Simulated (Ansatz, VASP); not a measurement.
## Ti: VASP beside Ansatz

```xyz
1
Lattice="0.0000 2.2753 1.5465 2.2753 0.0000 1.5465 2.2753 2.2753 0.0000" Properties=species:S:1:pos:R:3 pbc="T T T"
Ti    0.0000    0.0000    0.0000
```

Alike in both runs: task single point; functional LDA; k mesh 22 × 22 × 22; occupations gaussian, width 0.15 eV; no spin polarisation.

|  | VASP | Ansatz |
| --- | --- | --- |
| version | VASP 6.6.1 | Ansatz 0.2.0 |
| potentials or method | VASP PAW LDA potentials, release 64 (Ti_sv), cutoff 520 eV | scalar-relativistic, plane waves, PAW |
| valence electrons in the cell | 12 | 12 |

|  | VASP | Ansatz | Ansatz less VASP |
| --- | --- | --- | --- |
| gap on the k mesh at the Fermi level (eV) | none | none | - |
| pressure (GPa) | -0.8 | -1.1 | -0.28 |
| traceless stress, the component that is largest in VASP (GPa) | -0.59 | -0.59 | +0.003 |

Ansatz warns that its potentials were made for another functional, while VASP's fit it. LDA's correlation is that of Perdew and Zunger in VASP and of Perdew and Wang (1992) in Ansatz. A gap of «none» marks a metal or a gap that the smearing closes.
